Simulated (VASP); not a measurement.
Here is a VASP 6.6.1 calculation.

The input INCAR:

```
PREC = Accurate ; ENCUT = 520
EDIFF = 1E-6 ; ISMEAR = 0
SIGMA = 0.05 ; LREAL = False
LASPH = True ; NELM = 80
ALGO = Normal ; ISIF = 2
LWAVE = False ; LCHARG = False
GGA = PE ; NBANDS = 84
```

File KPOINTS:

```
Automatic mesh
0
Gamma
  3 2 3
```

File POSCAR:

```
Zr12H
1.0
    6.4600000000      0.0000000000      0.0000000000
   -4.8450000000      8.3917860000      0.0000000000
    0.0000000000      0.0000000000      5.1453900000
Zr H
12 1
Direct
    0.0019324247      0.0019171764      0.0031441302
    0.1644236835      0.2205149245      0.4989944982
    0.0035362924      0.3307029114     -0.0061737351
    0.1723751482      0.5575877863      0.4935004827
    0.0029161345      0.6713076673     -0.0020309335
    0.1691467370      0.8916927314      0.4979642845
    0.4977681621     -0.0022424480      0.0026883693
    0.6635840417      0.2174815936      0.5015995731
    0.4946152851      0.3319113635      0.0068412337
    0.6636767125      0.5589159766      0.5068412668
    0.5028548279      0.6694266773      0.0019561349
    0.6650521988      0.8877387985      0.4984355995
    0.8346820518      0.4467510409      0.7518002957
```

Potentials or basis: VASP PAW PBE potentials, release 64 (Zr_sv, H).

Command:

```bash
$ cat potpaw_PBE.64/Zr_sv/POTCAR potpaw_PBE.64/H/POTCAR > POTCAR
$ mpirun -np 1 vasp_std > vasp.out
```

Q: What does it give for the band gap on the k mesh?

A: Zero (an odd number of electrons rules out a gap without spin polarisation).

Q: Estimate the pressure.

A: 1.5 GPa.

Forces on the atoms (eV/Å):
```
Zr  -0.001  0.019  0.002
Zr  -0.016 -0.003  0.009
Zr   0.005  0.003 -0.010
Zr   0.013  0.007  0.007
Zr  -0.006  0.024  0.004
Zr  -0.005 -0.004 -0.002
Zr   0.005  0.003  0.000
Zr   0.009  0.006  0.017
Zr  -0.015 -0.004 -0.005
Zr  -0.011 -0.001  0.005
Zr   0.017  0.000 -0.008
Zr   0.000 -0.020 -0.005
H    0.005 -0.030 -0.017
```

Caveat: the k points lie up to 0.41 Å⁻¹ apart, too coarse for converged energies and pressures of a metal.
